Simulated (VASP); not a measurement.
Write the native input for VASP 6.6.1 that does the following.

* Task: single point
* Functional: PBE
* Potentials or basis: VASP PAW PBE potentials, release 64 (Ba_sv, Te)
* Cutoff: 520 eV
* k mesh: 6 × 6 × 6
* Occupations: fermi-dirac, width 0.02 eV
* Spin: no spin polarisation
* Dipole correction: no
* Further INCAR settings: ALGO = Normal; EDIFF = 1e-07; NBANDS = 15

The structure of BaTe lies in POSCAR:

```
BaTe
1.0
    0.0353238684      3.5677107110      3.5677107110
    3.5677107110      0.0353238684      3.5677107110
    3.5677107110      3.5677107110      0.0353238684
Ba Te
1 1
Direct
    0.0000000000      0.0000000000      0.0000000000
    0.5000000000      0.5000000000      0.5000000000
```

This cell differs from its parent crystal: strain along [111] +1.5%.

These files were run (other wordings do the same):

INCAR

```
ALGO = Normal ; EDIFF = 1E-7
ENCUT = 520 ; GGA = PE
ISIF = 2 ; ISMEAR = -1
LASPH = T ; LCHARG = F
LREAL = F ; LWAVE = F
NBANDS = 15 ; NELM = 100
PREC = Accurate ; SIGMA = 0.02
```

KPOINTS

```
k-points
0
Gamma
  6 6 6
```

Potentials or basis: VASP PAW PBE potentials, release 64 (Ba_sv, Te).

The run is started by

```console
$ cat potpaw_PBE.64/Ba_sv/POTCAR potpaw_PBE.64/Te/POTCAR > POTCAR
$ mpirun -np 1 vasp_std > vasp.out
```

It gave:

The pressure is -0.1 GPa and the band gap on the k mesh is 1.59 eV (least direct gap 1.97 eV).

Caveat: the cell differs from its parent crystal (strain along [111] +1.5%); spin-orbit coupling is left out, which moves the levels of the heavy elements.

Run time: 28 s on 1 thread of Intel(R) Xeon(R) 6975P-C (Granite Rapids) (shared host), peak memory 0.26 GiB.
